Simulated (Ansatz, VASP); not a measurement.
Mo in VASP and in Ansatz

File POSCAR:

```
Mo
1.0
    2.7283887526      0.0000000000      0.0000000000
   -0.9094629175      2.5723495849      0.0000000000
    0.0000000000      0.0000000000     26.1386004399
Mo
6
Direct
    0.5000000000      0.5000000000      0.2869319655
    0.0000000000      0.0000000000      0.3721591793
    0.5000000000      0.5000000000      0.4573863931
    0.0000000000      0.0000000000      0.5426136069
    0.5000000000      0.5000000000      0.6278408207
    0.0000000000      0.0000000000      0.7130680345
```

Contents of INCAR.step1:

```
SYSTEM = Mo
PREC = Accurate
ENCUT = 520
ISMEAR = 0
SIGMA = 0.1
LREAL = .False.
LASPH = .True.
NELM = 100
LDIPOL = .True.
IDIPOL = 3
DIPOL = 0.5 0.5 0.500
NBANDS = 51
GGA = PE
ALGO = Normal
EDIFF = 1E-4
LWAVE = .True.
LCHARG = .False.
```

File INCAR.step2:

```
SYSTEM = Mo
PREC = Accurate
ENCUT = 520
EDIFF = 1E-6
ISMEAR = 0
SIGMA = 0.1
LREAL = .False.
LASPH = .True.
NELM = 100
ALGO = Normal
ISIF = 2
LWAVE = .False.
LCHARG = .True.
LDIPOL = .True.
IDIPOL = 3
DIPOL = 0.5 0.5 0.500
METAGGA = R2SCAN
LMIXTAU = .True.
LELF = .True.
LVHAR = .True.
LVACPOTAV = .True.
NBANDS = 51
ISTART = 1
```

KPOINTS

```
Automatic mesh
0
Gamma
  13 13 1
  0 0 0
```

Input for Ansatz:

```yaml
crystal:
  lattice:
    - [2.7283887526, 0.0, 0.0]
    - [-0.9094629175, 2.5723495849, 0.0]
    - [0.0, 0.0, 26.1386004399]
  atoms:
    - { symbol: Mo, position: [0.5, 0.5, 0.2869319655] }
    - { symbol: Mo, position: [0.0, 0.0, 0.3721591793] }
    - { symbol: Mo, position: [0.5, 0.5, 0.4573863931] }
    - { symbol: Mo, position: [0.0, 0.0, 0.5426136069] }
    - { symbol: Mo, position: [0.5, 0.5, 0.6278408207] }
    - { symbol: Mo, position: [0.0, 0.0, 0.7130680345] }
basis:
  ecutwfc: 500
kpoints:
  mp_grid: { grid: [13, 13, 1] }
hamiltonian:
  xc: r2scan
scf:
  occupations: { method: gaussian, width: 0.1 }
output:
  forces: true
  stress: true
  eigenvalues: true
  write_density: true
  write_potential: true
  elf: true
  volumetric_format: npy
efield:
  axis: 3
  dipole_correction: true
```

Alike in both runs: task single point; functional r2SCAN; k mesh 13 × 13 × 1; occupations gaussian, width 0.1 eV; no spin polarisation.

|  | VASP | Ansatz |
| --- | --- | --- |
| version | VASP 6.6.1 | Ansatz 0.2.0 |
| potentials or method | VASP PAW PBE potentials, release 64 (Mo_sv), cutoff 520 eV | scalar-relativistic, plane waves, PAW |
| valence electrons in the cell | 84 | 84 |

Ansatz gave:

```
gap on the k mesh at the Fermi level (eV)  : none
rms of the force components (eV/Å)         : 0.326
work function, face that differs most (eV) : 4.68
```

**Question.** Estimate VASP's values.

**Answer.** gap on the k mesh at the Fermi level (eV): none; rms of the force components (eV/Å): 0.316; work function, face that differs most (eV): 4.68.

VASP's potentials were made for PBE, not for r2SCAN. Atom by atom the forces differ by 0.015 eV/Å (rms over components). A gap of «none» marks a metal or a gap that the smearing closes. Ansatz's warnings: xc potential rough in thin density.
